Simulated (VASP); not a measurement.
## TiAl: single point with LDA

Crystal: TiAl.

```
Ti Al
1.0
     2.86635    0.00000    0.00000
     0.00000    3.46774    0.00000
     0.00000    0.00000    3.12409
Ti Al
1 1
Direct
  0.00000 0.00000 0.00000
  0.50000 0.50000 0.50000
```

* Program: VASP 6.6.1
* Task: single point
* Functional: LDA
* Potentials or basis: VASP PAW LDA potentials, release 64 (Ti_sv, Al)
* Cutoff: 500 eV
* k mesh: 14 × 14 × 14
* Occupations: gaussian, width 0.15 eV
* Spin: no spin polarisation

| Quantity | Value |
| --- | --- |
| Pressure | -1.6 GPa |
| Band gap on the k mesh | zero (an odd number of electrons rules out a gap without spin polarisation) |

Stress tensor (GPa, compression positive):
```
-2.17  0.00  0.00
 0.00  3.95  0.00
 0.00  0.00 -6.59
```

Levels at points of the mesh, in eV from the Fermi level:
| k point | band 5 | band 6 | band 7 | band 8 | band 9 | band 10 | band 11 | band 12 |
| --- | --- | --- | --- | --- | --- | --- | --- | --- |
| (0.00, 0.00, 0.00) | -9.23 | -1.63 | -1.21 | 1.55 | 2.16 | 2.29 | 2.52 | 4.86 |
| (0.50, 0.00, 0.00) | -4.90 | -4.84 | -0.75 | -0.21 | 0.36 | 1.98 | 4.30 | 6.64 |
| (0.00, 0.50, 0.00) | -6.76 | -5.26 | -0.69 | 0.27 | 1.34 | 2.09 | 2.60 | 6.85 |
| (0.50, 0.50, 0.00) | -4.86 | -2.38 | -1.26 | -1.23 | 0.67 | 1.11 | 2.53 | 4.99 |
| (0.00, 0.00, 0.50) | -5.85 | -5.09 | -0.87 | -0.55 | 1.34 | 2.36 | 3.34 | 6.14 |
| (0.50, 0.00, 0.50) | -4.30 | -1.64 | -1.08 | -1.05 | 0.01 | 0.27 | 3.39 | 5.20 |
| (0.00, 0.50, 0.50) | -5.51 | -2.59 | -2.03 | -1.53 | 1.54 | 1.71 | 2.35 | 4.35 |
| (0.50, 0.50, 0.50) | -2.97 | -2.97 | -2.94 | 1.10 | 2.61 | 2.89 | 3.34 | 3.50 |

Wall time 2.1 min on 1 thread of Intel(R) Xeon(R) Platinum 8259CL CPU @ 2.50GHz (Skylake/Cascade Lake) (shared host), peak memory 0.31 GiB.
